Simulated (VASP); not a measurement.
# As in VASP: single point with PBE+D3(BJ)

Aim: the single point of As with PBE+D3(BJ).

Program: VASP 6.6.1. These are calculated values, not measurements. Logs are shortened: lines on timing, memory, paths and dates and some standing lists are left out, and cuts for length are marked.

## 1. The cell of the first run

The cell holds a slab with vacuum, 6 atoms: a = 6.185 Å, b = 6.185 Å, c = 19.600 Å, α = 90.00°, β = 90.00°, γ = 120.00°.

## 2. Single point, PBE+D3(BJ)

INCAR

```
PREC = Accurate ; ENCUT = 400
EDIFF = 1E-6 ; ISMEAR = 0
SIGMA = 0.04 ; LREAL = False
LASPH = True ; NELM = 120
ALGO = Normal ; ISIF = 2
LWAVE = False ; LCHARG = False
LDIPOL = True ; IDIPOL = 3
DIPOL = 0.5 0.5 0.587 ; GGA = PE
IVDW = 12 ; NBANDS = 24
GGA_COMPAT = False ; NELMDL = -8
```

KPOINTS

```
Automatic mesh
0
Gamma
  6 6 1
```

POSCAR

```
As
1.0
    6.1849724993      0.0000000000      0.0000000000
   -3.0924862496      5.3563433061      0.0000000000
    0.0000000000      0.0000000000     19.6000000000
As
6
Direct
    0.6666670000      0.6666670000      0.5510786669
    0.3341397033      0.9979689144      0.5510728134
    1.0029270789      0.3341128826      0.5510753164
    0.3345895319      0.3317924948      0.6224288092
    1.0001200135      0.6662343115      0.6224032685
    0.6690242556      1.0007216939      0.6224083186
```

Potentials or basis: VASP PAW PBE potentials, release 64 (As).

The run is started by

```
$ cat potpaw_PBE.64/As/POTCAR > POTCAR
$ mpirun -np 1 vasp_std > vasp.out
```

OUTCAR:

```text
PREC = Accurate
   ENCUT = 400
   EDIFF = 1E-6
   ISMEAR = 0
   LREAL = False
   LASPH = True
   NELM = 120
   ISIF = 2
   GGA = PE
   IVDW = 12
   NELMDL = -8
 IVDW          = 12

 ion  position               nearest neighbor table
   1  0.667  0.667  0.551-   6 2.49   4 2.49   5 2.49
   2  0.334  0.998  0.551-   5 2.49   6 2.49   4 2.49
   3  0.003  0.334  0.551-   4 2.49   5 2.49   6 2.49
   4  0.335  0.332  0.622-   3 2.49   1 2.49   2 2.49
   5  0.000  0.666  0.622-   2 2.49   3 2.49   1 2.49
   6  0.669  0.001  0.622-   1 2.49   2 2.49   3 2.49

  LATTYP: Found a hexagonal cell.
 ALAT       =     6.1849724993
 C/A-ratio  =     3.1689712448

  Lattice vectors:

 A1 = (   6.1849724993,   0.0000000000,   0.0000000000)
 A2 = (  -3.0924862496,   5.3563433061,   0.0000000000)
 A3 = (   0.0000000000,   0.0000000000,  19.6000000000)

Analysis of symmetry for initial positions (statically):
=====================================================================
 Subroutine PRICEL returns:
 Original cell was already a primitive cell.

 Routine SETGRP: Setting up the symmetry group for a
 hexagonal supercell.

 Subroutine GETGRP returns: Found  1 space group operations
 (whereof  1 operations were pure point group operations)
 out of a pool of 24 trial point group operations.

The static configuration has the point symmetry C_1 .

Analysis of symmetry for dynamics (positions and initial velocities):
=====================================================================
 Subroutine PRICEL returns:
 Original cell was already a primitive cell.

 Routine SETGRP: Setting up the symmetry group for a
 hexagonal supercell.

 Subroutine GETGRP returns: Found  1 space group operations
 (whereof  1 operations were pure point group operations)
 out of a pool of 24 trial point group operations.

The dynamic configuration has the point symmetry C_1 .

 Subroutine INISYM returns: Found  1 space group operations
 (whereof  1 operations are pure point group operations),
 and found     1 'primitive' translations

----------------------------------------------------------------------------------------

                                     Primitive cell

  volume of cell :     649.3252

  direct lattice vectors                    reciprocal lattice vectors
     6.184972499  0.000000000  0.000000000     0.161682206  0.093347265  0.000000000
    -3.092486250  5.356343306  0.000000000     0.000000000  0.186694531  0.000000000
     0.000000000  0.000000000 19.600000000     0.000000000  0.000000000  0.051020408

  length of vectors
     6.184972499  6.184972499 19.600000000     0.186694531  0.186694531  0.051020408

  position of ions in fractional coordinates (direct lattice)
     0.666667000  0.666667000  0.551078667
     0.334139703  0.997968914  0.551072813
     0.002927079  0.334112883  0.551075316
     0.334589532  0.331792495  0.622428809
     0.000120014  0.666234311  0.622403269
     0.669024256  0.000721694  0.622408319

  ion indices of the primitive-cell ions
   primitive index   ion index
                 1           1
                 2           2
                 3           3
                 4           4
                 5           5
                 6           6

----------------------------------------------------------------------------------------

 KPOINTS: Automatic mesh

Automatic generation of k-mesh.
 Grid dimensions read from file:
 generate k-points for:    6    6    1

 Generating k-lattice:

  Cartesian coordinates                     Fractional coordinates (reciprocal lattice)
     0.026947034  0.015557878  0.000000000     0.166666667  0.000000000  0.000000000
     0.000000000  0.031115755  0.000000000     0.000000000  0.166666667  0.000000000
     0.000000000  0.000000000  0.051020408     0.000000000  0.000000000  1.000000000

  Length of vectors
     0.031115755  0.031115755  0.051020408

  Shift w.r.t. Gamma in fractional coordinates (k-lattice)
     0.000000000  0.000000000  0.000000000

 Subroutine IBZKPT returns following result:
 ===========================================

 Found     20 irreducible k-points:

 Following reciprocal coordinates:
            Coordinates               Weight
  0.000000  0.000000  0.000000      1.000000
  0.166667  0.000000  0.000000      2.000000
  0.000000  0.166667  0.000000      2.000000
 -0.166667  0.166667  0.000000      2.000000
  0.333333 -0.000000  0.000000      2.000000
  0.000000  0.333333  0.000000      2.000000
[... 12 lines left out ...]
  0.500000 -0.166667  0.000000      2.000000
  0.333333  0.333333  0.000000      2.000000
   k-points           NKPTS =     20   k-points in BZ     NKDIM =     20   number of bands    NBANDS=     24
   number of dos      NEDOS =    301   number of ions     NIONS =      6
   total plane-waves  NPLWV = 204800
   dimension x,y,z NGX =    40 NGY =   40 NGZ =  128
   dimension x,y,z NGXF=    80 NGYF=   80 NGZF=  256
   ions per type =               6
   NGX,Y,Z   is equivalent  to a cutoff of  10.75, 10.75, 10.86 a.u.
   NGXF,Y,Z  is equivalent  to a cutoff of  21.50, 21.50, 21.71 a.u.
 SYSTEM =  unknown system
   PREC   = accura    normal or accurate (medium, high low for compatibility)
   ISTART =      0    job   : 0-new  1-cont  2-samecut
   ICHARG =      2    charge: 1-file 2-atom 10-const
   ISPIN  =      1    spin polarized calculation?
   LNONCOLLINEAR =      F non collinear calculations
   LSORBIT =      F    spin-orbit coupling
   LASPH  =      T    aspherical Exc in radial PAW
   ENCUT  =  400.0 eV  29.40 Ry    5.42 a.u.  10.09 10.09 31.96*2*pi/ulx,y,z
   NELM   =    120;   NELMIN=  2; NELMDL= -8     # of ELM steps
   EDIFF  = 0.1E-05   stopping-criterion for ELM
   LREAL  =      F    real-space projection
   EDIFFG = 0.1E-04   stopping-criterion for IOM
   NSW    =      0    number of steps for IOM
   IBRION =     -1    ionic relax: 0-MD 1-quasi-New 2-CG
   NFREE  =      0    steps in history (QN), initial steepest desc. (CG)
   ISIF   =      2    stress and relaxation
   ISYM   =      2    0-nonsym 1-usesym 2-fastsym
   POTIM  = 0.5000    time-step for ionic-motion
   TEBEG  =    0.0;   TEEND  =   0.0 temperature during run
   PSTRESS=    0.0 pullay stress
   NELECT =      30.0000    total number of electrons
   NUPDOWN=      -1.0000    fix difference up-down
   EMIN   =  10.00;   EMAX   =-10.00  energy-range for DOS
   EFERMI =   0.00;   METHOD = LEGACY
   ISMEAR =     0;   SIGMA  =   0.04  broadening in eV -4-tet -1-fermi 0-gaus
   EFERMI_NEDOS =   21; number of points for ismear=-14 and -15
   IALGO  =     38    algorithm
   IMIX   =      4    mixing-type and parameters
     AMIX     =   0.40;   BMIX     =  1.00
     AMIX_MAG =   1.60;   BMIX_MAG =  1.00
  volume/ion in A,a.u.               =     108.22       730.31
  Fermi-wavevector in a.u.,A,eV,Ry     =   0.587437  1.110095  4.695126  0.345082
  Thomas-Fermi vector in A             =   1.634310
   LORBIT       =      0    0 simple, 1 ext, 2 COOP (PROOUT), +10 PAW based schemes
   GGA     = PE    functional components
   LHFCALC =     F    Hartree Fock is set to
   AEXX    =    0.0000 exact exchange contribution
   IVDW    =    12    specifies the selected vdW correction
   LEPSILON=     F    determine dielectric tensor
   LRPA    =     F    only Hartree local field effects (RPA)
 non-spin polarized calculation
 Gauss-broadening in eV      SIGMA  =   0.04
  energy-cutoff  :      400.00
  volume of cell :      649.33
 maximum number of plane-waves:     11841
   NGX = 21   NGY = 21   NGZ = 63

 dipolmoment           0.000000      0.000000     -0.000002 electrons x Angstroem

 number of electron      30.0000000 magnetization

 dipolmoment           0.000000      0.000000      0.000002 electrons x Angstroem

 Free energy of the ion-electron system (eV)
  ---------------------------------------------------
  ext. energy  EPLUGINS =         0.00000000
  ---------------------------------------------------
  free energy    TOTEN  =       -27.98382720 eV

  energy without entropy =      -27.98382720  energy(sigma->0) =      -27.98382720

 E-fermi :  -3.1023     XC(G=0):  -2.6785

 val. band max:       -3.3304037853   @ k =   0.0000   0.0000   0.0000
 cond. band min:      -1.7901665929   @ k =   0.3333   0.3333   0.0000
 fundamental gap:      1.5402371924
 Fermi energy:        -3.1023217594

 k-point     1 :       0.0000    0.0000    0.0000
  band No.  band energies     occupation
      1     -17.0146      2.00000
      2     -13.3755      2.00000
      3     -13.3754      2.00000
      4     -13.3587      2.00000
      5     -13.3586      2.00000
      6     -10.6154      2.00000
[... 16 lines left out ...]
     23       1.2085      0.00000
     24       1.2092      0.00000

 k-point     2 :       0.1667    0.0000    0.0000
  band No.  band energies     occupation
      1     -16.8885      2.00000
      2     -14.2096      2.00000
      3     -13.9908      2.00000
      4     -12.8106      2.00000
      5     -12.5485      2.00000
      6     -10.5915      2.00000
[... 16 lines left out ...]
     23       0.9621      0.00000
     24       1.5459      0.00000

 k-point     3 :       0.0000    0.1667    0.0000
  band No.  band energies     occupation
      1     -16.8885      2.00000
      2     -14.2096      2.00000
      3     -13.9908      2.00000
      4     -12.8106      2.00000
      5     -12.5485      2.00000
      6     -10.5915      2.00000
[... 16 lines left out ...]
     23       0.9621      0.00000
     24       1.5459      0.00000

 k-point     4 :      -0.1667    0.1667    0.0000
  band No.  band energies     occupation
      1     -16.8885      2.00000
      2     -14.2096      2.00000
      3     -13.9908      2.00000
      4     -12.8106      2.00000
      5     -12.5485      2.00000
      6     -10.5915      2.00000
[... 16 lines left out ...]
     23       0.9621      0.00000
     24       1.5459      0.00000

 k-point     5 :       0.3333   -0.0000    0.0000
  band No.  band energies     occupation
      1     -16.5149      2.00000
      2     -15.1139      2.00000
      3     -14.3761      2.00000
      4     -12.5872      2.00000
      5     -11.6454      2.00000
      6     -10.6044      2.00000
[... 16 lines left out ...]
     23       1.2948      0.00000
     24       1.5459      0.00000

 k-point     6 :       0.0000    0.3333    0.0000
  band No.  band energies     occupation
      1     -16.5149      2.00000
      2     -15.1139      2.00000
      3     -14.3761      2.00000
      4     -12.5872      2.00000
      5     -11.6454      2.00000
      6     -10.6044      2.00000
[... 16 lines left out ...]
     23       1.2949      0.00000
     24       1.5459      0.00000
[... 271 lines left out ...]
 k-point    17 :      -0.3333    0.5000    0.0000
  band No.  band energies     occupation
      1     -16.1504      2.00000
      2     -15.4540      2.00000
      3     -14.8672      2.00000
      4     -12.0937      2.00000
      5     -11.3629      2.00000
      6     -10.7658      2.00000
[... 16 lines left out ...]
     23       1.0597      0.00000
     24       1.1665      0.00000

 k-point    18 :       0.1667    0.3333    0.0000
  band No.  band energies     occupation
      1     -16.1504      2.00000
      2     -15.4540      2.00000
      3     -14.8672      2.00000
      4     -12.0937      2.00000
      5     -11.3629      2.00000
      6     -10.7658      2.00000
[... 16 lines left out ...]
     23       1.0597      0.00000
     24       1.1665      0.00000

 k-point    19 :       0.5000   -0.1667    0.0000
  band No.  band energies     occupation
      1     -16.1504      2.00000
      2     -15.4540      2.00000
      3     -14.8672      2.00000
      4     -12.0937      2.00000
      5     -11.3629      2.00000
      6     -10.7658      2.00000
[... 16 lines left out ...]
     23       1.0597      0.00000
     24       1.1665      0.00000

 k-point    20 :       0.3333    0.3333    0.0000
  band No.  band energies     occupation
      1     -15.5766      2.00000
      2     -15.5746      2.00000
      3     -15.5660      2.00000
      4     -11.3010      2.00000
      5     -11.2950      2.00000
      6     -11.2940      2.00000
[... 16 lines left out ...]
     23       1.2113      0.00000
     24       1.2116      0.00000

------------------------ aborting loop because EDIFF is reached ----------------------------------------

 vacuum level on the upper side and lower side of the slab       (xc-potential included)        -0.069        -0.070

 Edisp (eV)   -1.27240

 E8    (eV) :    -0.5769

  FORCE on cell =-STRESS in cart. coord.  units (eV):
  Direction    XX          YY          ZZ          XY          YZ          ZX
  --------------------------------------------------------------------------------------
  -------------------------------------------------------------------------------------
  Total       0.20810     0.20818     0.35342    -0.00002     0.00001     0.00003
  in kB       0.51348     0.51367     0.87204    -0.00005     0.00002     0.00007
  external pressure =        0.63 kB  Pullay stress =        0.00 kB

 VOLUME and BASIS-vectors are now :
 -----------------------------------------------------------------------------
  energy-cutoff  :      400.00
  volume of cell :      649.33
      direct lattice vectors                 reciprocal lattice vectors
     6.184972499  0.000000000  0.000000000     0.161682206  0.093347265  0.000000000
    -3.092486250  5.356343306  0.000000000     0.000000000  0.186694531  0.000000000
     0.000000000  0.000000000 19.600000000     0.000000000  0.000000000  0.051020408

 POSITION                                       TOTAL-FORCE (eV/Angst)
 -----------------------------------------------------------------------------------
      2.06166      3.57090     10.80114         0.044176     -0.020646     -0.090943
     -1.01956      5.34546     10.80103        -0.003862      0.048228     -0.090750
     -1.01514      1.78962     10.80108        -0.040330     -0.027563     -0.090956
      1.04336      1.77719     12.19960         0.000488      0.021347      0.090423
     -2.05958      3.56858     12.19910         0.018080     -0.011062      0.091148
      4.13566      0.00387     12.19920        -0.018552     -0.010305      0.091079
 -----------------------------------------------------------------------------------
    total drift:                                0.000086     -0.000003     -0.000444

  FREE ENERGIE OF THE ION-ELECTRON SYSTEM (eV)
  ---------------------------------------------------
  free  energy   TOTEN  =       -29.2562259907 eV

  energy  without entropy=      -29.2562259907  energy(sigma->0) =      -29.25622599

 vacuum level on the upper side and lower side of the slab         1.907         1.906
```

Run time: 5.7 min. Hardware: 1 thread of AMD EPYC 7R43 (Zen 3), shared host; peak memory 0.49 GiB.

Results:

| Property | Result |
| --- | --- |
| Free energy | -29.2562 eV |
| Largest force | 0.103 eV/Å |
| Band gap on the k mesh | 1.54 eV |
| Dispersion energy per atom | -0.212 eV |

Forces on the atoms (eV/Å):
```
As   0.044 -0.021 -0.091
As  -0.004  0.048 -0.091
As  -0.040 -0.028 -0.091
As   0.000  0.021  0.090
As   0.018 -0.011  0.091
As  -0.019 -0.010  0.091
```
